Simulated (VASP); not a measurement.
# LuCrB2O6 (R-3) in VASP: single point with PBE

Aim: the single point of LuCrB2O6 with PBE.

Everything below comes from runs of VASP 6.6.1. Logs are shortened: lines on timing, memory, paths and dates and some standing lists are left out, and cuts for length are marked.

### 1 The cell of the first run

It takes space group R-3 (No. 148, trigonal). Conventional cell: a = 4.773 Å, b = 4.773 Å, c = 15.458 Å, α = 90.00°, β = 90.00°, γ = 120.00°. Within 3.3 Å of Lu (site symmetry -3) lie 12 O at 2.26 to 3.30 Å and 6 B at 3.10 Å. Cr (site symmetry -3) has 6 O at 2.02 Å within 2.7 Å. B (site symmetry 3) has 3 O at 1.39 Å within 1.9 Å. Within 1.9 Å of O (site symmetry 1) lie 1 B at 1.39 Å.

### 2 Single point, PBE

Contents of INCAR:

```
SYSTEM = LuCrB2O6
PREC = Accurate ; ENCUT = 700
EDIFF = 1E-6 ; ISMEAR = 0
SIGMA = 0.05 ; LREAL = .FALSE.
LASPH = .TRUE. ; NELM = 120
ALGO = Normal ; ISIF = 2
LWAVE = .FALSE. ; LCHARG = .FALSE.
GGA = PE ; NBANDS = 52
GGA_COMPAT = .FALSE.
```

Contents of KPOINTS:

```
Automatic mesh
0
G
  6 6 6
  0 0 0
```

Contents of POSCAR:

```
LuCrB2O6
1.0
    2.3866734782      1.3779465734      5.1526325264
   -2.3866734782      1.3779465734      5.1526325264
    0.0000000000     -2.7558931519      5.1526325251
Lu Cr B O
1 1 2 6
Direct
    0.5000000000      0.5000000000      0.5000000000
    1.0000000000      0.0000000000      0.0000000000
    0.7408351145      0.7408351145      0.7408351145
    0.2591648855      0.2591648855      0.2591648855
    0.7687576723      0.0207476711      0.4420673076
    0.0207476711      0.4420673076      0.7687576723
    0.4420673076      0.7687576723      0.0207476711
    0.9792523289      0.5579326924      0.2312423277
    0.5579326924      0.2312423277      0.9792523289
    0.2312423277      0.9792523289      0.5579326924
```

Potentials or basis: VASP PAW PBE potentials, release 64 (Lu, Cr_sv, B, O).

Run with:

```sh
> cat potpaw_PBE.64/Lu/POTCAR potpaw_PBE.64/Cr_sv/POTCAR potpaw_PBE.64/B/POTCAR potpaw_PBE.64/O/POTCAR > POTCAR
> mpirun -np 1 vasp_std > vasp.out
```

OUTCAR:

```text
SYSTEM = LuCrB2O6
   PREC = Accurate
   ENCUT = 700
   EDIFF = 1E-6
   ISMEAR = 0
   LREAL = .FALSE.
   LASPH = .TRUE.
   NELM = 120
   ISIF = 2
   GGA = PE

 ion  position               nearest neighbor table
   1  0.500  0.500  0.500-   6 2.26   8 2.26   5 2.26  10 2.26   9 2.26   7 2.26
   2  0.000  0.000  0.000-   6 2.02   8 2.02   7 2.02   9 2.02   5 2.02  10 2.02
   3  0.741  0.741  0.741-   5 1.39   7 1.39   6 1.39
   4  0.259  0.259  0.259-  10 1.39   9 1.39   8 1.39
   5  0.769  0.021  0.442-   3 1.39   2 2.02   1 2.26
   6  0.021  0.442  0.769-   3 1.39   2 2.02   1 2.26
   7  0.442  0.769  0.021-   3 1.39   2 2.02   1 2.26
   8  0.979  0.558  0.231-   4 1.39   2 2.02   1 2.26
   9  0.558  0.231  0.979-   4 1.39   2 2.02   1 2.26
  10  0.231  0.979  0.558-   4 1.39   2 2.02   1 2.26

  LATTYP: Found a trigonal (rhomboedric) cell.
 ALAT       =     5.8433354347
 COS(alpha) =     0.6663475066

  Lattice vectors:

 A1 = (   2.3866734782,   1.3779465734,   5.1526325264)
 A2 = (  -2.3866734782,   1.3779465734,   5.1526325264)
 A3 = (   0.0000000000,  -2.7558931519,   5.1526325251)

Analysis of symmetry for initial positions (statically):
=====================================================================
 Subroutine PRICEL returns:
 Original cell was already a primitive cell.

 Routine SETGRP: Setting up the symmetry group for a
 trigonal (rhombohedral) supercell.

 Subroutine GETGRP returns: Found  6 space group operations
 (whereof  6 operations were pure point group operations)
 out of a pool of 12 trial point group operations.

The static configuration has the point symmetry S_6 .

Analysis of symmetry for dynamics (positions and initial velocities):
=====================================================================
 Subroutine PRICEL returns:
 Original cell was already a primitive cell.

 Routine SETGRP: Setting up the symmetry group for a
 trigonal (rhombohedral) supercell.

 Subroutine GETGRP returns: Found  6 space group operations
 (whereof  6 operations were pure point group operations)
 out of a pool of 12 trial point group operations.

The dynamic configuration has the point symmetry S_6 .

 Subroutine INISYM returns: Found  6 space group operations
 (whereof  6 operations are pure point group operations),
 and found     1 'primitive' translations

----------------------------------------------------------------------------------------

                                     Primitive cell

  volume of cell :     101.6730

  direct lattice vectors                    reciprocal lattice vectors
     2.386673478  1.377946573  5.152632526     0.209496609  0.120952923  0.064691851
    -2.386673478  1.377946573  5.152632526    -0.209496609  0.120952923  0.064691851
     0.000000000 -2.755893152  5.152632525     0.000000000 -0.241905847  0.064691850

  length of vectors
     5.843335435  5.843335435  5.843335435     0.250406618  0.250406618  0.250406618

  position of ions in fractional coordinates (direct lattice)
     0.500000000  0.500000000  0.500000000
     0.000000000  0.000000000  0.000000000
     0.740835115  0.740835115  0.740835115
     0.259164885  0.259164885  0.259164885
     0.768757672  0.020747671  0.442067308
     0.020747671  0.442067308  0.768757672
     0.442067308  0.768757672  0.020747671
     0.979252329  0.557932692  0.231242328
     0.557932692  0.231242328  0.979252329
     0.231242328  0.979252329  0.557932692

  ion indices of the primitive-cell ions
   primitive index   ion index
                 1           1
                 2           2
                 3           3
                 4           4
                 5           5
                 6           6
                 7           7
                 8           8
                 9           9
                10          10

----------------------------------------------------------------------------------------

 KPOINTS: Automatic mesh

Automatic generation of k-mesh.
 Grid dimensions read from file:
 generate k-points for:    6    6    6

 Generating k-lattice:

  Cartesian coordinates                     Fractional coordinates (reciprocal lattice)
     0.034916101  0.020158821  0.010781975     0.166666667  0.000000000 -0.000000000
    -0.034916101  0.020158821  0.010781975     0.000000000  0.166666667 -0.000000000
     0.000000000 -0.040317641  0.010781975    -0.000000000 -0.000000000  0.166666667

  Length of vectors
     0.041734436  0.041734436  0.041734436

  Shift w.r.t. Gamma in fractional coordinates (k-lattice)
     0.000000000  0.000000000  0.000000000

 Subroutine IBZKPT returns following result:
 ===========================================

 Found     40 irreducible k-points:

 Following reciprocal coordinates:
            Coordinates               Weight
  0.000000  0.000000  0.000000      1.000000
  0.166667 -0.000000  0.000000      6.000000
  0.333333  0.000000  0.000000      6.000000
  0.500000 -0.000000 -0.000000      3.000000
  0.166667  0.166667  0.000000      6.000000
  0.333333  0.166667  0.000000      6.000000
[... 16 lines left out ...]
  0.333333  0.333333  0.166667      6.000000
  0.500000  0.333333  0.166667      6.000000
 [... further k-points ...]
   k-points           NKPTS =     40   k-points in BZ     NKDIM =     40   number of bands    NBANDS=     52
   number of dos      NEDOS =    301   number of ions     NIONS =     10
   total plane-waves  NPLWV = 125000
   dimension x,y,z NGX =    50 NGY =   50 NGZ =   50
   dimension x,y,z NGXF=   100 NGYF=  100 NGZF=  100
   ions per type =               1   1   2   6
   NGX,Y,Z   is equivalent  to a cutoff of  14.23, 14.23, 14.23 a.u.
   NGXF,Y,Z  is equivalent  to a cutoff of  28.45, 28.45, 28.45 a.u.
 SYSTEM =  LuCrB2O6
   PREC   = accura    normal or accurate (medium, high low for compatibility)
   ISTART =      0    job   : 0-new  1-cont  2-samecut
   ICHARG =      2    charge: 1-file 2-atom 10-const
   ISPIN  =      1    spin polarized calculation?
   LNONCOLLINEAR =      F non collinear calculations
   LSORBIT =      F    spin-orbit coupling
   LASPH  =      T    aspherical Exc in radial PAW
   ENCUT  =  700.0 eV  51.45 Ry    7.17 a.u.  12.61 12.61 12.61*2*pi/ulx,y,z
   NELM   =    120;   NELMIN=  2; NELMDL= -5     # of ELM steps
   EDIFF  = 0.1E-05   stopping-criterion for ELM
   LREAL  =      F    real-space projection
   EDIFFG = 0.1E-04   stopping-criterion for IOM
   NSW    =      0    number of steps for IOM
   IBRION =     -1    ionic relax: 0-MD 1-quasi-New 2-CG
   NFREE  =      0    steps in history (QN), initial steepest desc. (CG)
   ISIF   =      2    stress and relaxation
   ISYM   =      2    0-nonsym 1-usesym 2-fastsym
   POTIM  = 0.5000    time-step for ionic-motion
   TEBEG  =    0.0;   TEEND  =   0.0 temperature during run
   PSTRESS=    0.0 pullay stress
   NELECT =      81.0000    total number of electrons
   NUPDOWN=      -1.0000    fix difference up-down
   EMIN   =  10.00;   EMAX   =-10.00  energy-range for DOS
   EFERMI =   0.00;   METHOD = LEGACY
   ISMEAR =     0;   SIGMA  =   0.05  broadening in eV -4-tet -1-fermi 0-gaus
   EFERMI_NEDOS =   21; number of points for ismear=-14 and -15
   IALGO  =     38    algorithm
   IMIX   =      4    mixing-type and parameters
     AMIX     =   0.40;   BMIX     =  1.00
     AMIX_MAG =   1.60;   BMIX_MAG =  1.00
  volume/ion in A,a.u.               =      10.17        68.61
  Fermi-wavevector in a.u.,A,eV,Ry     =   1.517637  2.867918 31.337238  2.303222
  Thomas-Fermi vector in A             =   2.626866
   LORBIT       =      0    0 simple, 1 ext, 2 COOP (PROOUT), +10 PAW based schemes
   GGA     = PE    functional components
   LHFCALC =     F    Hartree Fock is set to
   AEXX    =    0.0000 exact exchange contribution
   IVDW    =     0    specifies the selected vdW correction
   LEPSILON=     F    determine dielectric tensor
   LRPA    =     F    only Hartree local field effects (RPA)
 non-spin polarized calculation
 Gauss-broadening in eV      SIGMA  =   0.05
  energy-cutoff  :      700.00
  volume of cell :      101.67
 maximum number of plane-waves:      4300
   NGX = 25   NGY = 25   NGZ = 25

 number of electron      80.9999999 magnetization

 Free energy of the ion-electron system (eV)
  ---------------------------------------------------
  ext. energy  EPLUGINS =         0.00000000
  ---------------------------------------------------
  free energy    TOTEN  =       -81.45046776 eV

  energy without entropy =      -81.41160888  energy(sigma->0) =      -81.43103832

 E-fermi :   5.1794     XC(G=0): -11.1980

 val. band max:        5.1793547446   @ k =   0.5000   0.5000   0.0000
 cond. band min:       5.1813168465   @ k =  -0.1667   0.1667   0.1667
 fundamental gap:      0.0019621019
 Fermi energy:         5.1794399350

 k-point     1 :       0.0000    0.0000    0.0000
  band No.  band energies     occupation
      1     -67.2486      2.00000
      2     -51.0566      2.00000
      3     -38.7131      2.00000
      4     -38.5176      2.00000
      5     -38.5176      2.00000
      6     -21.9136      2.00000
[... 44 lines left out ...]
     51      13.0308      0.00000
     52      13.0331      0.00000

 k-point     2 :       0.1667   -0.0000    0.0000
  band No.  band energies     occupation
      1     -67.2486      2.00000
      2     -51.0566      2.00000
      3     -38.7131      2.00000
      4     -38.5178      2.00000
      5     -38.5176      2.00000
      6     -21.9257      2.00000
[... 44 lines left out ...]
     51      12.8598      0.00000
     52      12.9477      0.00000
[... 1153 lines left out ...]
     51      12.5864      0.00000
     52      12.9151      0.00000

 k-point    24 :       0.5000    0.3333    0.1667
  band No.  band energies     occupation
      1     -67.2486      2.00000
      2     -51.0565      2.00000
      3     -38.7131      2.00000
      4     -38.5180      2.00000
      5     -38.5177      2.00000
      6     -21.9407      2.00000
[... 44 lines left out ...]
     51      12.4449      0.00000
     52      12.8424      0.00000

 [... further k-points ...]

------------------------ aborting loop because EDIFF is reached ----------------------------------------

  FORCE on cell =-STRESS in cart. coord.  units (eV):
  Direction    XX          YY          ZZ          XY          YZ          ZX
  --------------------------------------------------------------------------------------
  -------------------------------------------------------------------------------------
  Total       -0.3934738     -0.3934738     -1.3018689     -0.0000007      0.0000000      0.0000000
  in kB       -6.2004134     -6.2004134    -20.5150243     -0.0000114      0.0000000      0.0000000
  external PRESSURE =     -10.9719504 kB  Pullay stress =       0.0000000 kB

 VOLUME and BASIS-vectors are now :
 -----------------------------------------------------------------------------
  energy-cutoff  :      700.00
  volume of cell :      101.67
      direct lattice vectors                 reciprocal lattice vectors
     2.386673478  1.377946573  5.152632526     0.209496609  0.120952923  0.064691851
    -2.386673478  1.377946573  5.152632526    -0.209496609  0.120952923  0.064691851
     0.000000000 -2.755893152  5.152632525     0.000000000 -0.241905847  0.064691850

 POSITION                                       TOTAL-FORCE (eV/Angst)
 -----------------------------------------------------------------------------------
      0.00000     -0.00000      7.72895        -0.000000     -0.000000     -0.000000
      0.00000      0.00000      0.00000        -0.000000     -0.000000     -0.000000
      0.00000     -0.00000     11.45175        -0.000000     -0.000000      0.028918
      0.00000     -0.00000      4.00614        -0.000000      0.000000     -0.028918
      1.78526     -0.13039      6.34584         0.032974      0.213351     -0.177656
     -1.00555     -1.48088      6.34584         0.168280     -0.135232     -0.177656
     -0.77970      1.61127      6.34584        -0.201254     -0.078119     -0.177656
      1.00555      1.48088      9.11206        -0.168280      0.135232      0.177656
      0.77970     -1.61127      9.11206         0.201254      0.078119      0.177656
     -1.78526      0.13039      9.11206        -0.032974     -0.213351      0.177656
 -----------------------------------------------------------------------------------
    total drift:                                0.000000     -0.000000     -0.000000

  FREE ENERGIE OF THE ION-ELECTRON SYSTEM (eV)
  ---------------------------------------------------
  free  energy   TOTEN  =       -81.4504677592 eV

  energy  without entropy=      -81.4116088834  energy(sigma->0) =      -81.43103832
```

Run time: 6.6 min. Hardware: 1 thread of Intel Xeon 6975P-C (Granite Rapids), shared host; peak memory 0.57 GiB.

Results:

```
Free energy            : -81.4505 eV
Pressure               : -1.1 GPa
Largest force          : 0.280 eV/Å
Band gap on the k mesh : zero (an odd number of electrons rules out a gap without spin polarisation)
```

Forces on the atoms (eV/Å):
```
Lu   0.000  0.000  0.000
Cr   0.000  0.000  0.000
B    0.000  0.000  0.029
B    0.000  0.000 -0.029
O    0.033  0.213 -0.178
O    0.168 -0.135 -0.178
O   -0.201 -0.078 -0.178
O   -0.168  0.135  0.178
O    0.201  0.078  0.178
O   -0.033 -0.213  0.178
```

Levels at points of the mesh, in eV from the Fermi level:
| k point | band 37 | band 38 | band 39 | band 40 | band 41 | band 42 | band 43 | band 44 |
| --- | --- | --- | --- | --- | --- | --- | --- | --- |
| (0.00, 0.00, 0.00) | -3.29 | -2.88 | -2.88 | -0.12 | -0.05 | -0.05 | 1.93 | 1.93 |
| (0.50, 0.00, 0.00) | -3.75 | -3.16 | -3.00 | -0.10 | 0.04 | 0.17 | 1.81 | 2.15 |
| (0.50, 0.50, 0.00) | -3.59 | -3.52 | -2.75 | -0.18 | 0.00 | 0.03 | 1.45 | 1.95 |
| (0.50, 0.50, 0.50) | -3.34 | -3.25 | -3.25 | -0.04 | 0.05 | 0.05 | 2.15 | 2.15 |

Caveat: spin-orbit coupling is left out, which moves the levels of the heavy elements; an odd number of electrons without spin polarisation forces a metal; a magnetic or distorted state may lie lower; the run has no spin polarisation, though such a crystal can be magnetic; semilocal functionals often make such compounds metallic where correlation or magnetic order opens a gap, which also shifts bond lengths. With open d or f shells a metallic result of PBE can be an artefact of self-interaction; +U or a hybrid may open a gap.
